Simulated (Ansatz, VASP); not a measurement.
**Ga3Se in VASP and in Ansatz**

```
Se Ga
1.0
     4.43246    0.00000    0.00000
     0.00000    4.43246    0.00000
     0.00000    0.00000    4.43246
Se Ga
1 3
Cartesian
  0.0000 0.0000 0.0000
  2.2162 2.2162 0.0000
  2.2162 0.0000 2.2162
  0.0000 2.2162 2.2162
```

Alike in both runs: task relaxation of cell and atoms; functional revPBE; k mesh 6 × 6 × 6; occupations fermi-dirac, width 0.05 eV; no spin polarisation.

|  | VASP | Ansatz |
| --- | --- | --- |
| version | VASP 6.6.1 | Ansatz 0.2.0 |
| potentials or method | VASP PAW PBE potentials, release 64 (Se, Ga_d) | Ansatz PAW |
| plane-wave cutoff (eV) | 600 | 420 |
| valence electrons in the cell | 45 | 55 |

Ansatz gave:

```
gap on the k mesh at the Fermi level, each at its own relaxed structure (eV) : none
relaxed volume (Å³/atom)                                                     : 22.12
relaxed length of the cell vector where the two differ most in proportion (Å)              : 4.456
```

**Question.** Which values does VASP return?

**Answer.** gap on the k mesh at the Fermi level, each at its own relaxed structure (eV): none; relaxed volume (Å³/atom): 22.18; relaxed length of the cell vector where the two differ most in proportion (Å): 4.460.

VASP's potentials were made for PBE, not for revPBE. A gap of «none» marks a metal or a gap that the smearing closes. VASP's potentials hold 45 valence electrons a cell and Ansatz's 55, so a difference there can come from the potentials and not from the codes.

Noted on Ansatz's run: the plane-wave basis is chosen anew once the cell has moved, so the energies of steps on either side of that aren't comparable.
